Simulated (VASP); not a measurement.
Input of a VASP 6.6.1 run:

File INCAR:

```
  ALGO = Normal
  EDIFF = 1E-7
  ENCUT = 520
  GGA = PS
  ISIF = 2
  ISMEAR = -1
  ISPIN = 2
  LASPH = T
  LCHARG = T
  LELF = T
  LMAXMIX = 4
  LORBIT = 11
  LREAL = F
  LVHAR = T
  LWAVE = F
  MAGMOM = 1 0
  NBANDS = 18
  NELM = 150
  PREC = Accurate
  SIGMA = 0.05
```

The input KPOINTS:

```
k-points
0
Gamma
  10 10 9
```

File POSCAR:

```
AlNi
1.0
    1.9386940000     -1.9531901500      0.0000000000
    1.9386940000      1.9531901500      0.0000000000
    0.0000000000      0.0000000000      3.0994300413
Ni Al
1 1
Direct
    0.5000000000      0.5000000000      0.5000000000
    0.0000000000      0.0000000000      0.0000000000
```

Potentials or basis: VASP PAW PBE potentials, release 64 (Ni, Al).

Launch:

```sh
$ cat potpaw_PBE.64/Ni/POTCAR potpaw_PBE.64/Al/POTCAR > POTCAR
$ mpirun -np 1 vasp_std > vasp.out
```

Question: Predict the net moment.

Answer: 0.00 μB per cell.

Question: Predict the pressure.

Answer: 0.6 GPa.

Stress tensor (GPa, compression positive):
```
 3.86  0.00  0.00
 0.00  2.20  0.00
 0.00  0.00 -4.26
```

Caveat: the PAW data sets were made with another functional, which shifts forces and pressure a little.
